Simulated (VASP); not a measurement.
Runs of VASP 6.6.1 on VO2. The structure is that of space group P4_2/mnm (No. 136), or close to it. The cells are those of the table. 

| level | potentials or basis | cell | gap on the mesh (eV) | pressure (GPa) | moment (μB) | largest force (eV/Å) |
| --- | --- | --- | --- | --- | --- | --- |
| LDA | VASP PAW LDA potentials, release 64 (V_sv, O) | a = 4.477, b = 4.477, c = 3.024 Å, 6 atoms | none | -18.3 | 2.00 | 0.32 |
| LDA | VASP PAW LDA potentials, release 64 (V_sv, O) | a = 4.507, b = 4.507, c = 3.044 Å, 6 atoms | none | (a) | 2.00 | 0.32 |
| PBE exchange alone | VASP PAW PBE potentials, release 64 (V_sv, O) | a = 4.446, b = 4.446, c = 3.003 Å, 6 atoms | none | 22.8 | 2.00 | 0.14 |
| BLYP | VASP PAW PBE potentials, release 64 (V_sv, O) | a = 4.477, b = 4.477, c = 3.024 Å, 6 atoms | none | (b) | 2.00 | 0.21 |
| PBE | VASP PAW PBE potentials, release 64 (V_sv, O) | a = 4.415, b = 4.415, c = 2.982 Å, 6 atoms | none | 6.1 | 2.00 | 0.22 |

Alike in all rows: task single point; spin collinear, ferromagnetic start; k mesh 6 × 6 × 9; cutoff (eV) 600; smearing fermi-dirac 0.05 eV.

**Question.** Estimate the missing entries.

**Answer.** (a) -22.2; (b) 2.5.

Caveats: semilocal functionals often make such compounds metallic where correlation or magnetic order opens a gap, which also shifts bond lengths; the stress differs along the axes, from -32 to -11 GPa (at least some runs); the stress differs along the axes, from -36 to -15 GPa (at least some runs); the stress differs along the axes, from 12 to 28 GPa (at least some runs); the stress differs along the axes, from -9 to 8 GPa (at least some runs); the PAW data sets were made with another functional, which shifts forces and pressure a little (at least some runs); the stress differs along the axes, from -7 to 13 GPa (at least some runs).

A gap of «none» marks levels without a gap at the run's occupations.
